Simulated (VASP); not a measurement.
Cu:

```
CELL_PARAMETERS angstrom
2.53410 0.00000 0.00000
-1.26705 2.19459 0.00000
0.00000 0.00000 4.11257
ATOMIC_POSITIONS crystal
Cu 0.66667 0.33333 0.75000
Cu 0.33333 0.66667 0.25000
```

```yaml
Program: VASP 6.6.1
Task: relaxation of cell and atoms
Functional: BLYP
Potentials_or_basis: VASP PAW PBE potentials, release 64 (Cu)
Cutoff: 600 eV
k_mesh: 12 × 12 × 7
Occupations: fermi-dirac, width 0.05 eV
Spin: no spin polarisation
```

At the start: pressure 16.6 GPa; volume 11.44 Å³/atom.

How do energy, volume and symmetry change on relaxing?

Over 11 steps the energy falls by 64.3 meV/atom and the volume is 12.81 Å³/atom (+12.0 %); space group P6_3/mmc (No. 194, to 0.05 Å).

Step by step:
```
step  energy change (eV)  largest force (eV/Å)  pressure (GPa)  volume (Å³)
   1              0.0000                0.0000           16.62        22.87
   2             -0.1050                0.0000           -5.03        27.03
   3             -0.1284                0.0000            0.01        25.63
   4             -0.1284                0.0000           -0.24        25.68
   5             -0.1285                0.0000            0.02        25.62
   6             -0.1286                0.0000            0.34        25.57
   7             -0.1286                0.0000            0.12        25.59
   8             -0.1286                0.0000            0.24        25.58
   9             -0.1287                0.0000            0.12        25.62
  10             -0.1287                0.0000           -0.11        25.63
  11             -0.1287                0.0000            0.12        25.62
```

Final structure:
```cif
data_structure
_symmetry_space_group_name_H-M 'P 1'
_symmetry_Int_Tables_number 1
_cell_length_a 2.6385
_cell_length_b 2.6385
_cell_length_c 4.2502
_cell_angle_alpha 90.000
_cell_angle_beta 90.000
_cell_angle_gamma 120.000
_cell_volume 25.62
loop_
_atom_site_label
_atom_site_type_symbol
_atom_site_fract_x
_atom_site_fract_y
_atom_site_fract_z
_atom_site_occupancy
Cu1 Cu 0.66667 0.33333 0.75000 1
Cu2 Cu 0.33333 0.66667 0.25000 1
```

Caveat: the PAW data sets were made with another functional, which shifts forces and pressure a little.
